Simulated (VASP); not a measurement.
A run of VASP 6.6.1:

POSCAR

```
BaZrO3
1.0
    4.2229433276      0.0000000000      0.0000000000
    0.0000000000      4.2229433276      0.0000000000
    0.0000000000      0.0000000000      4.2229433276
Ba Zr O
1 1 3
Direct
    0.0000000000      0.0000000000      0.0000000000
    0.5000000000      0.5000000000      0.5000000000
    0.0000000000      0.5000000000      0.5000000000
    0.5000000000      0.0000000000      0.5000000000
    0.5000000000      0.5000000000      0.0000000000
```

INCAR.step1

```
  ALGO = Normal
  EDIFF = 1E-4
  ENCUT = 520
  GGA = PE
  ISMEAR = 0
  LASPH = T
  LCHARG = F
  LREAL = F
  LWAVE = T
  NBANDS = 28
  NELM = 80
  PREC = Accurate
  SIGMA = 0.01
```

The input INCAR.step2:

```
  ALGO = Normal
  EDIFF = 1E-7
  ENCUT = 520
  ISIF = 2
  ISMEAR = 0
  ISTART = 1
  LASPH = T
  LCHARG = F
  LMIXTAU = T
  LREAL = F
  LWAVE = F
  METAGGA = R2SCAN
  NBANDS = 28
  NELM = 80
  PREC = Accurate
  SIGMA = 0.01
```

File KPOINTS:

```
k-points
0
Gamma
  6 6 6
```

Potentials or basis: VASP PAW PBE potentials, release 64 (Ba_sv, Zr_sv, O).

The run is started by

```bash
$ cat potpaw_PBE.64/Ba_sv/POTCAR potpaw_PBE.64/Zr_sv/POTCAR potpaw_PBE.64/O/POTCAR > POTCAR
$ cp INCAR.step1 INCAR
$ mpirun -np 1 vasp_std > vasp.out
$ cp INCAR.step2 INCAR
$ mpirun -np 1 vasp_std > vasp.out
```

Hardware: 1 thread of Intel(R) Xeon(R) 6975P-C (Granite Rapids), on a shared host.

Question: How long does it take, and how much memory?

Answer: Run time: 58 s on 1 thread of Intel(R) Xeon(R) 6975P-C (Granite Rapids) (shared host), peak memory 0.21 GiB. Counts: k points 20.
